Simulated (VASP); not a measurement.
A run of VASP 6.6.1:

INCAR

```
SYSTEM = AlCu3
ALGO = Normal
EDIFF = 1E-7
ENCUT = 520
GGA = CA
ISIF = 2
ISMEAR = -1
LASPH = .TRUE.
LCHARG = .TRUE.
LELF = .TRUE.
LREAL = .FALSE.
LVHAR = .TRUE.
LWAVE = .FALSE.
NBANDS = 26
NELM = 80
PREC = Accurate
SIGMA = 0.15
```

Contents of KPOINTS:

```
k-points
0
G
  12 12 12
  0 0 0
```

POSCAR

```
AlCu3
1.0
    0.0000000000      2.8500014744      2.8500014744
    2.8500014744      0.0000000000      2.8500014744
    2.8500014744      2.8500014744      0.0000000000
Al Cu
1 3
Direct
    0.0000000000      0.0000000000      0.0000000000
    0.5000000000      0.5000000000      0.5000000000
    0.2500000000      0.2500000000      0.2500000000
    0.7500000000      0.7500000000      0.7500000000
```

Potentials or basis: VASP PAW LDA potentials, release 64 (Al, Cu).

The run is started by

```bash
$ cat potpaw_LDA.64/Al/POTCAR potpaw_LDA.64/Cu/POTCAR > POTCAR
$ mpirun -np 1 vasp_std > vasp.out
```

Hardware: 1 thread of Intel(R) Xeon(R) Platinum 8488C (Sapphire Rapids), on a shared host.

How long does it take, and how much memory?

Wall time 68 s on 1 thread of Intel(R) Xeon(R) Platinum 8488C (Sapphire Rapids), on a shared host, peak memory 0.19 GiB. Counts: scf iterations 16, k points 72.
